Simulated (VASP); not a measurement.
Wanted: the native input for a VASP 6.6.1 run.

| Item | Value |
| --- | --- |
| Task | single point |
| Functional | LDA |
| Potentials or basis | VASP PAW LDA potentials, release 64 (Tl_d) |
| Cutoff | 520 eV |
| k mesh | 11 × 11 × 6 |
| Occupations | methfessel-paxton, width 0.03 eV |
| Spin | no spin polarisation |
| Dipole correction | no |
| Further INCAR settings | ALGO = Normal; EDIFF = 1e-07; NBANDS = 20 |

The structure of Tl lies in POSCAR:

```
Tl
1.0
    3.4014029632      0.0000000000      0.0000000000
   -1.7007014816      2.9457013746      0.0000000000
    0.0000000000      0.0000000000      5.4430041633
Tl
2
Direct
    0.3333333333      0.6666666667      0.2500000000
    0.6666666667      0.3333333333      0.7500000000
```

The input as run:

INCAR

```
PREC = Accurate ; ENCUT = 520
EDIFF = 1E-7 ; ISMEAR = 1
SIGMA = 0.03 ; LREAL = False
LASPH = True ; NELM = 60
ALGO = Normal ; ISIF = 2
LWAVE = False ; LCHARG = False
GGA = CA ; NBANDS = 20
```

KPOINTS

```
Automatic mesh
0
Gamma
  11 11 6
```

Potentials or basis: VASP PAW LDA potentials, release 64 (Tl_d).

Command:

```sh
$ cat potpaw_LDA.64/Tl_d/POTCAR > POTCAR
$ mpirun -np 1 vasp_std > vasp.out
```

Results of the run:

```yaml
Pressure: 0.0 GPa
Band_gap_on_the_k_mesh: zero (bands 13 and 14 overlap by 5.97 eV)
```

Caveat: spin-orbit coupling is left out, which moves the levels of the heavy elements.

It took 37 s on 1 thread of Intel(R) Xeon(R) Platinum 8488C (Sapphire Rapids), with other jobs on the host, peak memory 0.19 GiB.
